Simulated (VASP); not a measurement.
# Cu in VASP: further runs

Runs on Cu. Level: PBEsol. Tasks: single point.

Program: VASP 6.6.1. These are calculated values, not measurements. Logs are shortened: lines on timing, memory, paths and dates and some standing lists are left out, and cuts for length are marked.

## (1) The cell of the first run

The cell holds a slab with vacuum, 5 atoms: a = 2.520 Å, b = 2.520 Å, c = 21.176 Å, α = 90.00°, β = 90.00°, γ = 120.00°.

## (2) Single point, PBEsol

Input file INCAR:

```
SYSTEM = Cu
  PREC = Accurate
  ENCUT = 520
  EDIFF = 1E-6
  ISMEAR = -1
  SIGMA = 0.1
  LREAL = .False.
  LASPH = .True.
  NELM = 80
  ALGO = Normal
  ISIF = 2
  LWAVE = .False.
  LCHARG = .False.
  LDIPOL = .True.
  IDIPOL = 3
  DIPOL = 0.5 0.5 0.500
  GGA = PS
  NBANDS = 36
```

Input file KPOINTS:

```
regular mesh
0
Gamma
  18 18 1
  0 0 0
```

Input file POSCAR:

```
Cu
1.0
    2.5195991541      0.0000000000      0.0000000000
   -1.2597995771      2.1820368748      0.0000000000
    0.0000000000      0.0000000000     21.1759000000
Cu
5
Direct
    0.8333333333      0.1666666667      0.3069524635
    0.1666666667      0.8333333333      0.4032534553
    0.5000000000      0.5000000000      0.4999999897
    0.8333333333      0.1666666667      0.5967465345
    0.1666666667      0.8333333333      0.6930475365
```

Potentials or basis: VASP PAW PBE potentials, release 64 (Cu).

The run is started by

```
cat potpaw_PBE.64/Cu/POTCAR > POTCAR
mpirun -np 1 vasp_std > vasp.out
```

OUTCAR:

```text
SYSTEM = Cu
   PREC = Accurate
   ENCUT = 520
   EDIFF = 1E-6
   ISMEAR = -1
   LREAL = .False.
   LASPH = .True.
   NELM = 80
   ISIF = 2
   GGA = PS

 ion  position               nearest neighbor table
   1  0.833  0.167  0.307-   2 2.50   2 2.50   2 2.50
   2  0.167  0.833  0.403-   1 2.50   1 2.50   1 2.50   3 2.51   3 2.51   3 2.51
   3  0.500  0.500  0.500-   2 2.51   2 2.51   2 2.51   4 2.51   4 2.51   4 2.51
   4  0.833  0.167  0.597-   5 2.50   5 2.50   5 2.50   3 2.51   3 2.51   3 2.51
   5  0.167  0.833  0.693-   4 2.50   4 2.50   4 2.50

  LATTYP: Found a hexagonal cell.
 ALAT       =     2.5195991541
 C/A-ratio  =     8.4044717849

  Lattice vectors:

 A1 = (   2.5195991541,   0.0000000000,   0.0000000000)
 A2 = (  -1.2597995771,   2.1820368748,   0.0000000000)
 A3 = (   0.0000000000,   0.0000000000,  21.1759000000)

Analysis of symmetry for initial positions (statically):
=====================================================================
 Subroutine PRICEL returns:
 Original cell was already a primitive cell.

 Routine SETGRP: Setting up the symmetry group for a
 hexagonal supercell.

 Subroutine GETGRP returns: Found 12 space group operations
 (whereof  4 operations were pure point group operations)
 out of a pool of 24 trial point group operations.

The static configuration has the point symmetry C_2h.
 The point group associated with its full space group is D_3d.

Analysis of symmetry for dynamics (positions and initial velocities):
=====================================================================
 Subroutine PRICEL returns:
 Original cell was already a primitive cell.

 Routine SETGRP: Setting up the symmetry group for a
 hexagonal supercell.

 Subroutine GETGRP returns: Found 12 space group operations
 (whereof  4 operations were pure point group operations)
 out of a pool of 24 trial point group operations.

The dynamic configuration has the point symmetry C_2h.
 The point group associated with its full space group is D_3d.

 Subroutine INISYM returns: Found 12 space group operations
 (whereof  4 operations are pure point group operations),
 and found     1 'primitive' translations

----------------------------------------------------------------------------------------

                                     Primitive cell

  volume of cell :     116.4221

  direct lattice vectors                    reciprocal lattice vectors
     2.519599154  0.000000000  0.000000000     0.396888528  0.229143699  0.000000000
    -1.259799577  2.182036875  0.000000000     0.000000000  0.458287397  0.000000000
[... 101 lines left out ...]
   PSTRESS=    0.0 pullay stress
   NELECT =      55.0000    total number of electrons
   NUPDOWN=      -1.0000    fix difference up-down
   EMIN   =  10.00;   EMAX   =-10.00  energy-range for DOS
   EFERMI =   0.00;   METHOD = LEGACY
   ISMEAR =    -1;   SIGMA  =   0.10  broadening in eV -4-tet -1-fermi 0-gaus
   EFERMI_NEDOS =   21; number of points for ismear=-14 and -15
   IALGO  =     38    algorithm
   IMIX   =      4    mixing-type and parameters
     AMIX     =   0.40;   BMIX     =  1.00
     AMIX_MAG =   1.60;   BMIX_MAG =  1.00
  volume/ion in A,a.u.               =      23.28       157.13
  Fermi-wavevector in a.u.,A,eV,Ry     =   1.275021  2.409440 22.118691  1.625678
  Thomas-Fermi vector in A             =   2.407756
   LORBIT       =      0    0 simple, 1 ext, 2 COOP (PROOUT), +10 PAW based schemes
   GGA     = PS    functional components
   LHFCALC =     F    Hartree Fock is set to
   AEXX    =    0.0000 exact exchange contribution
   IVDW    =     0    specifies the selected vdW correction
   LEPSILON=     F    determine dielectric tensor
   LRPA    =     F    only Hartree local field effects (RPA)
 non-spin polarized calculation
  energy-cutoff  :      520.00
  volume of cell :      116.42
 maximum number of plane-waves:      3175
 NGX is ok and might be reduce to    20
   NGX =  9   NGY =  9   NGZ = 79

 number of electron      55.0000023 magnetization

 dipolmoment           0.000000      0.000000      0.000002 electrons x Angstroem

 Free energy of the ion-electron system (eV)
  ---------------------------------------------------
  ext. energy  EPLUGINS =         0.00000000
  ---------------------------------------------------
  free energy    TOTEN  =       -20.45789238 eV

  energy without entropy =      -20.39684055  energy(sigma->0) =      -20.42736647

 E-fermi :   1.3860     XC(G=0):  -7.2469

 val. band max:        1.3763922331   @ k =   0.3333   0.1111   0.0000
 cond. band min:       1.4028979993   @ k =   0.3889   0.0556   0.0000
 fundamental gap:      0.0265057662
 Fermi energy:         1.3860136409

 k-point     1 :       0.0000    0.0000    0.0000
  band No.  band energies     occupation
      1      -8.0643      2.00000
      2      -7.1518      2.00000
      3      -5.7733      2.00000
      4      -4.4771      2.00000
      5      -4.0030      2.00000
      6      -1.9203      2.00000
[... 925 lines left out ...]
     35       9.8119      0.00000
     36      10.7823      0.00000

 [... further k-points ...]

------------------------ aborting loop because EDIFF is reached ----------------------------------------

 vacuum level on the upper side and lower side of the slab       (xc-potential included)        -0.343        -0.344

  FORCE on cell =-STRESS in cart. coord.  units (eV):
  Direction    XX          YY          ZZ          XY          YZ          ZX
  --------------------------------------------------------------------------------------
  -------------------------------------------------------------------------------------
  Total       -1.0045848     -1.0045848      0.1654180      0.0000000      0.0000000      0.0000000
  in kB      -13.8248932    -13.8248932      2.2764486      0.0000000      0.0000000      0.0000000
  external PRESSURE =      -8.4577793 kB  Pullay stress =       0.0000000 kB

 VOLUME and BASIS-vectors are now :
 -----------------------------------------------------------------------------
  energy-cutoff  :      520.00
  volume of cell :      116.42
      direct lattice vectors                 reciprocal lattice vectors
     2.519599154  0.000000000  0.000000000     0.396888528  0.229143699  0.000000000
    -1.259799577  2.182036875  0.000000000     0.000000000  0.458287397  0.000000000
     0.000000000  0.000000000 21.175900000     0.000000000  0.000000000  0.047223495

 POSITION                                       TOTAL-FORCE (eV/Angst)
 -----------------------------------------------------------------------------------
      1.88970      0.36367      6.49999         0.000000      0.000000     -0.026931
     -0.62990      1.81836      8.53925         0.000000      0.000000      0.000402
      0.62990      1.09102     10.58795        -0.000000      0.000000      0.000000
      1.88970      0.36367     12.63664        -0.000000     -0.000000     -0.000402
     -0.62990      1.81836     14.67591        -0.000000     -0.000000      0.026931
 -----------------------------------------------------------------------------------
    total drift:                               -0.000000     -0.000000      0.000352

  FREE ENERGIE OF THE ION-ELECTRON SYSTEM (eV)
  ---------------------------------------------------
  free  energy   TOTEN  =       -20.4578923788 eV

  energy  without entropy=      -20.3968405527  energy(sigma->0) =      -20.42736647

 vacuum level on the upper side and lower side of the slab         6.086         6.086
```

OSZICAR:

```text
N       E                     dE             d eps       ncg     rms          rms(c)
DAV:   1     0.474550096024E+03    0.47455E+03   -0.24613E+04  2664   0.218E+03
DAV:   2     0.249952848253E+02   -0.44955E+03   -0.43550E+03  2664   0.402E+02
DAV:   3    -0.239330478270E+02   -0.48928E+02   -0.46334E+02  2792   0.186E+02
[... 13 lines left out ...]
DAV:  17    -0.204578002112E+02   -0.36335E-04   -0.10010E-05  3052   0.114E-01    0.598E-03
DAV:  18    -0.204578632112E+02   -0.63000E-04   -0.73233E-06  2596   0.539E-02    0.308E-03
DAV:  19    -0.204578738286E+02   -0.10617E-04   -0.11923E-06  1952   0.159E-02    0.164E-03
DAV:  20    -0.204578917249E+02   -0.17896E-04   -0.79880E-07  1836   0.103E-02    0.104E-03
DAV:  21    -0.204578923788E+02   -0.65382E-06   -0.10175E-07  1952   0.715E-03
   1 F= -.20457892E+02 E0= -.20427366E+02  d E =-.610518E-01
```

Run time: 99 s. Hardware: 1 thread of AMD EPYC 9R45 (Zen 5), shared host; peak memory 0.26 GiB.

Results:

| Item | Value |
| --- | --- |
| Free energy | -20.4579 eV |
| Largest force | 0.027 eV/Å |
| Band gap on the k mesh | zero (an odd number of electrons rules out a gap without spin polarisation) |

Forces in eV/Å, atoms in the order of the input:
```
Cu   0.000  0.000 -0.027
Cu   0.000  0.000  0.000
Cu   0.000  0.000  0.000
Cu   0.000  0.000  0.000
Cu   0.000  0.000  0.027
```

Caveat: the PAW data sets were made with another functional, which shifts forces and pressure a little.

## (3) Single point, PBEsol

This run uses another cell than the first one.

Input file INCAR:

```
SYSTEM = Cu
PREC = Accurate ; ENCUT = 520
EDIFF = 1E-6 ; ISMEAR = -1
SIGMA = 0.1 ; LREAL = .False.
LASPH = .True. ; NELM = 80
ALGO = Normal ; ISIF = 2
LWAVE = .False. ; LCHARG = .False.
LDIPOL = .True. ; IDIPOL = 3
DIPOL = 0.5 0.5 0.500 ; GGA = PS
NBANDS = 36
```

KPOINTS is that of step 2.

Input file POSCAR:

```
Cu
1.0
    2.5195991541      0.0000000000      0.0000000000
   -1.2597995771      2.1820368748      0.0000000000
    0.0000000000      0.0000000000     24.2290000000
Cu
5
Direct
    0.8333333330      0.1666666670      0.3301833264
    0.1666666670      0.8333333330      0.4150916629
    0.5000000000      0.5000000000      0.5000000000
    0.8333333330      0.1666666670      0.5849083371
    0.1666666670      0.8333333330      0.6698166736
```

Potentials or basis: VASP PAW PBE potentials, release 64 (Cu).

The run is started by

```
cat potpaw_PBE.64/Cu/POTCAR > POTCAR
mpirun -np 1 vasp_std > vasp.out
```

Wall time 2.1 min (1 thread of AMD EPYC 9R45 (Zen 5), shared host); peak memory 0.28 GiB.

It converged, with:

- Free energy: -20.4584 eV
- Largest force: 0.050 eV/Å
- Band gap on the k mesh: zero (an odd number of electrons rules out a gap without spin polarisation)

Forces in eV/Å, atoms in the order of the input:
```
Cu   0.000  0.000  0.050
Cu   0.000  0.000 -0.031
Cu   0.000  0.000  0.000
Cu   0.000  0.000  0.031
Cu   0.000  0.000 -0.050
```

Levels at points of the mesh, in eV from the Fermi level:
| k point | band 24 | band 25 | band 26 | band 27 | band 28 | band 29 | band 30 | band 31 | band 32 | band 33 |
| --- | --- | --- | --- | --- | --- | --- | --- | --- | --- | --- |
| (0.00, 0.00, 0.00) | -1.98 | -1.98 | -1.73 | -1.73 | -1.64 | -1.64 | -1.07 | -0.40 | 4.35 | 4.78 |
| (0.50, 0.00, 0.00) | -1.38 | -1.38 | -0.47 | 0.46 | 1.07 | 1.43 | 1.52 | 4.32 | 5.15 | 5.85 |

Caveat: the PAW data sets were made with another functional, which shifts forces and pressure a little.

## (4) Single point, PBEsol

This run uses another cell than the first one.

Input file INCAR:

```
SYSTEM = Cu
ALGO     = Normal         ! electronic algorithm
DIPOL    = 0.5 0.5 0.500
EDIFF    = 1E-7           ! SCF threshold, eV
ENCUT    = 520            ! plane-wave cutoff, eV
GGA      = PS             ! functional
IDIPOL   = 3            
ISIF     = 2              ! what is computed and relaxed
ISMEAR   = -1             ! smearing method
LASPH    = .TRUE.         ! aspherical terms in the spheres
LCHARG   = .FALSE.        ! write CHGCAR
LDIPOL   = .TRUE.       
LREAL    = .FALSE.        ! projectors in reciprocal space
LWAVE    = .FALSE.        ! write WAVECAR
NBANDS   = 36             ! bands
NELM     = 60             ! most SCF steps
PREC     = Accurate       ! precision mode
SIGMA    = 0.1            ! smearing width, eV
```

Input file KPOINTS:

```
k-points
0
G
  18 18 1
  0 0 0
```

Input file POSCAR:

```
Cu
1.0
    2.5195991541      0.0000000000      0.0000000000
   -1.2597995771      2.1820368748      0.0000000000
    0.0000000000      0.0000000000     24.2290000000
Cu
5
Direct
    0.8333333333      0.1666666667      0.3312784168
    0.1666666667      0.8333333333      0.4154445058
    0.5000000000      0.5000000000      0.4999999946
    0.8333333333      0.1666666667      0.5845554924
    0.1666666667      0.8333333333      0.6687215904
```

The run is started by

```
cat potpaw_PBE.64/Cu/POTCAR > POTCAR
mpirun -np 1 vasp_std > vasp.out
```

Wall time 2.3 min (1 thread of AMD EPYC 9R45 (Zen 5), shared host); peak memory 0.28 GiB.

The run converged. Its results:

```
Free energy            : -20.4588 eV
Largest force          : 0.025 eV/Å
Band gap on the k mesh : zero (an odd number of electrons rules out a gap without spin polarisation)
```

Forces in eV/Å, atoms in the order of the input:
```
Cu   0.000  0.000 -0.025
Cu   0.000  0.000  0.000
Cu   0.000  0.000  0.000
Cu   0.000  0.000  0.000
Cu   0.000  0.000  0.025
```

Levels at points of the mesh, in eV from the Fermi level:
| k point | band 24 | band 25 | band 26 | band 27 | band 28 | band 29 | band 30 | band 31 | band 32 | band 33 |
| --- | --- | --- | --- | --- | --- | --- | --- | --- | --- | --- |
| (0.00, 0.00, 0.00) | -2.00 | -2.00 | -1.74 | -1.74 | -1.65 | -1.65 | -1.06 | -0.39 | 4.37 | 4.77 |
| (0.50, 0.00, 0.00) | -1.39 | -1.39 | -0.49 | 0.45 | 1.05 | 1.42 | 1.51 | 4.32 | 5.16 | 5.85 |

Caveat: the PAW data sets were made with another functional, which shifts forces and pressure a little.

## (5) Single point, PBEsol

This run uses another cell than the first one.

Input file INCAR:

```
PREC = Accurate ; ENCUT = 520
EDIFF = 1E-6 ; ISMEAR = -1
SIGMA = 0.1 ; LREAL = F
LASPH = T ; NELM = 80
ALGO = Normal ; ISIF = 2
LWAVE = F ; LCHARG = T
LDIPOL = T ; IDIPOL = 3
DIPOL = 0.5 0.5 0.500 ; GGA = PS
LELF = T ; LVHAR = T
LVACPOTAV = T ; NBANDS = 36
```

Input file KPOINTS:

```
Automatic mesh
0
Gamma
  18 18 1
```

POSCAR is that of step 4.

The run is started by

```
cat potpaw_PBE.64/Cu/POTCAR > POTCAR
mpirun -np 1 vasp_std > vasp.out
```

Wall time 2.1 min (1 thread of AMD EPYC 9R45 (Zen 5), shared host); peak memory 0.28 GiB.

The run converged. Its results:

```
Free energy            : -20.4588 eV
Largest force          : 0.025 eV/Å
Band gap on the k mesh : zero (an odd number of electrons rules out a gap without spin polarisation)
```

Forces in eV/Å, atoms in the order of the input:
```
Cu   0.000  0.000 -0.025
Cu   0.000  0.000  0.000
Cu   0.000  0.000  0.000
Cu   0.000  0.000  0.000
Cu   0.000  0.000  0.025
```

Levels at points of the mesh, in eV from the Fermi level:
```
           k point  band 26  band 27  band 28  band 29  band 30  band 31
(0.00, 0.00, 0.00)    -1.74    -1.74    -1.65    -1.65    -1.06    -0.39
(0.50, 0.00, 0.00)    -0.49     0.45     1.05     1.42     1.51     4.32
```

Caveat: the PAW data sets were made with another functional, which shifts forces and pressure a little.

## (6) Summary

| cell | gap on the mesh (eV) | largest force (eV/Å) |
| --- | --- | --- |
| a = 2.520, b = 2.520, c = 21.176 Å, angles 90.0, 90.0, 120.0°, 5 atoms, atomic positions A | none | 0.03 |
| a = 2.520, b = 2.520, c = 24.229 Å, angles 90.0, 90.0, 120.0°, 5 atoms, atomic positions B | none | 0.05 |
| a = 2.520, b = 2.520, c = 24.229 Å, angles 90.0, 90.0, 120.0°, 5 atoms, atomic positions A | none | 0.03 |

Alike in all rows: task single point; level PBEsol; potentials or basis VASP PAW PBE potentials, release 64 (Cu); no spin polarisation; k mesh 18 × 18 × 1; cutoff (eV) 520; smearing fermi-dirac 0.1 eV.

Caveats: the PAW data sets were made with another functional, which shifts forces and pressure a little.

Absolute energies hang on the potentials; compare differences alone.

The gap in the log of VASP goes by the Fermi energy; the results here count the filled bands.